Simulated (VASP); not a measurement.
A run of VASP 6.6.1 is set up as follows.

Contents of POSCAR:

```
Li
1.0
    3.0989080413      0.0000000000      0.0000000000
   -1.5494540206      2.6837330877      0.0000000000
    0.0000000000      0.0000000000     10.0984235491
Li
4
Direct
    1.0000000000      1.0000000000      1.0000000000
    1.0000000000      1.0000000000      0.5000000000
    0.3333333333      0.6666666667      0.2500000000
    0.6666666667      0.3333333333      0.7500000000
```

File INCAR.step1:

```
SYSTEM = Li
ALGO = Normal
EDIFF = 1E-5
ENCUT = 830
GGA = PE
GGA_COMPAT = .FALSE.
ISMEAR = -1
LASPH = .TRUE.
LCHARG = .FALSE.
LREAL = .FALSE.
LWAVE = .TRUE.
NBANDS = 14
NELM = 120
PREC = Accurate
SIGMA = 0.1
```

INCAR.step2

```
SYSTEM = Li
ALGO = Normal
EDIFF = 1E-6
ENCUT = 830
GGA_COMPAT = .FALSE.
ISIF = 2
ISMEAR = -1
ISTART = 1
LASPH = .TRUE.
LCHARG = .FALSE.
LMIXTAU = .TRUE.
LREAL = .FALSE.
LWAVE = .FALSE.
METAGGA = R2SCAN
NBANDS = 14
NELM = 120
PREC = Accurate
SIGMA = 0.1
```

The input KPOINTS:

```
k-points
0
G
  15 15 4
  0 0 0
```

Potentials or basis: VASP PAW PBE potentials, release 64 (Li_sv).

The run is started by

```bash
$ cat potpaw_PBE.64/Li_sv/POTCAR > POTCAR
$ cp INCAR.step1 INCAR
$ mpirun -np 1 vasp_std > vasp.out
$ cp INCAR.step2 INCAR
$ mpirun -np 1 vasp_std > vasp.out
```

Estimate the pressure.

-0.2 GPa.

Predict the band gap on the k mesh.

zero (bands 6 and 7 overlap by 4.27 eV).

Caveat: the PAW data sets were made with another functional, which shifts forces and pressure a little.
